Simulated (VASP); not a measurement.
Runs of VASP 6.6.1 on RbBr. The structure is that of space group F-43m (No. 216), or close to it. The cells are those of the table. 

```tsv
cell	gap on the mesh (eV)	pressure (GPa)
a = 5.283 Å, angles 60.0°, 2 atoms	4.22	(c)
a = 5.380 Å, angles 60.0°, 2 atoms	(b)	0.7
a = 5.472 Å, angles 60.0°, 2 atoms	4.07	0.2
a = 5.562 Å, angles 60.0°, 2 atoms	4.01	(a)
```

Alike in all rows: task single point; level PBE; potentials or basis VASP PAW PBE potentials, release 64 (Rb_sv, Br); no spin polarisation; k mesh 4 × 4 × 4; cutoff (eV) 500; smearing gaussian 0.01 eV.

**Question.** Estimate the missing entries.

**Answer.** (a) -0.2; (b) 4.14; (c) 1.4.

A k mesh can miss the band edges, and the runs leave out spin-orbit coupling on Br, Rb.
